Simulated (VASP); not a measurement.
Crystal: Cd4Se.

```xyz
5
Lattice="6.2231 0.0000 0.0000 0.0000 6.2231 0.0000 0.0000 0.0000 3.7129" Properties=species:S:1:pos:R:3 pbc="T T T"
Cd    4.8824    4.8824    0.0000
Cd    1.3407    1.3407    0.0000
Cd    1.3407    4.8824    0.0000
Cd    4.8824    1.3407    0.0000
Se    0.0000    0.0000    1.8565
```

The cell was built from a structure type or drawn by symmetry, and may not be a known phase.

| Quantity | Value |
| --- | --- |
| Program | VASP 6.6.1 |
| Task | relaxation of cell and atoms |
| Functional | PBE |
| Potentials or basis | VASP PAW PBE potentials, release 64 (Cd, Se) |
| Cutoff | 600 eV |
| k mesh | 4 × 4 × 6 |
| Occupations | gaussian, width 0.1 eV |
| Spin | no spin polarisation |

At the start: pressure 12.0 GPa; volume 28.76 Å³/atom.

Problem. Where does the relaxation end?

Solution. Over 16 steps the energy falls by 659.8 meV/atom and the volume is 28.72 Å³/atom (-0.1 %); space group P4/mmm (No. 123, to 0.1 Å) before and after.

Step by step:
| step | energy change (eV) | largest force (eV/Å) | pressure (GPa) | volume (Å³) |
| --- | --- | --- | --- | --- |
| 1 | 0.0000 | 4.2466 | 11.95 | 143.79 |
| 2 | -2.2221 | 0.5039 | -2.85 | 193.17 |
| 3 | -2.2632 | 0.8173 | -1.79 | 182.68 |
| 4 | -2.2655 | 0.7692 | -1.96 | 184.07 |
| 5 | -2.5575 | 0.8071 | -1.88 | 175.13 |
| 6 | -3.1914 | 0.4760 | -0.08 | 149.61 |
| 7 | -3.1465 | 0.0438 | 2.22 | 140.55 |
| 8 | -3.2063 | 0.3487 | 0.49 | 146.63 |
| 9 | -3.2064 | 0.3084 | 0.67 | 145.86 |
| 10 | -3.2502 | 0.0173 | 0.13 | 147.47 |
| 11 | -3.2525 | 0.1162 | 0.02 | 147.97 |
| 12 | -3.2801 | 0.0276 | -0.40 | 148.49 |
| 13 | -3.2860 | 0.0271 | -0.66 | 148.77 |
| 14 | -3.2976 | 0.0669 | 0.05 | 143.93 |
| 15 | -3.2976 | 0.0676 | 0.08 | 143.84 |
| 16 | -3.2991 | 0.0225 | 0.06 | 143.61 |

Final structure:
```xyz
5
Lattice="6.1292 0.0000 0.0000 0.0000 6.1292 0.0000 0.0000 0.0000 3.8229" Properties=species:S:1:pos:R:3 pbc="T T T"
Cd    4.5080    4.5080    0.0000
Cd    1.6212    1.6212    0.0000
Cd    1.6212    4.5080    0.0000
Cd    4.5080    1.6212    0.0000
Se    0.0000    0.0000    1.9114
```
